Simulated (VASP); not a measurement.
A run of VASP 6.6.1 is set up as follows.

Contents of POSCAR:

```
Mo
1.0
    2.7355104000      0.0000000000      0.0000000000
   -1.3677552000      2.3690214987      0.0000000000
    0.0000000000      0.0000000000      2.5551807000
Mo
1
Direct
    0.0000000000      0.0000000000      0.5000000000
```

The input INCAR.step1:

```
ALGO = Normal
EDIFF = 1E-4
ENCUT = 600
GGA = PE
ISMEAR = 0
LASPH = True
LCHARG = False
LREAL = False
LWAVE = True
NELM = 80
PREC = Accurate
SIGMA = 0.1
```

The input INCAR.step2:

```
ALGO = Normal
EDIFF = 1E-6
EDIFFG = -0.01
ENCUT = 600
IBRION = 2
ISIF = 3
ISMEAR = 0
ISTART = 1
LASPH = True
LCHARG = False
LMIXTAU = True
LREAL = False
LWAVE = False
METAGGA = R2SCAN
NELM = 80
NSW = 80
PREC = Accurate
SIGMA = 0.1
```

Contents of KPOINTS:

```
k-points
0
Gamma
  18 18 17
```

Potentials or basis: VASP PAW PBE potentials, release 64 (Mo_sv).

The run is started by

```console
$ cat potpaw_PBE.64/Mo_sv/POTCAR > POTCAR
$ cp INCAR.step1 INCAR
$ mpirun -np 1 vasp_std > vasp.out
$ cp INCAR.step2 INCAR
$ mpirun -np 1 vasp_std > vasp.out
```

Task: Estimate the space group after relaxing (to 0.05 Å).

Result: P6/mmm (No. 191).

Task: Predict the relaxed volume.

Result: 16.69 Å³/atom.

The path:
```csv
step,energy change (eV),largest force (eV/Å),pressure (GPa),volume (Å³)
1,0.0000,0.0000,1.84,16.56
2,0.0031,0.0000,-4.05,17.02
3,-0.0018,0.0000,-0.46,16.73
4,-0.0018,0.0000,0.51,16.65
5,-0.0020,0.0000,0.02,16.69
```

Caveat: the PAW data sets were made with another functional, which shifts forces and pressure a little.
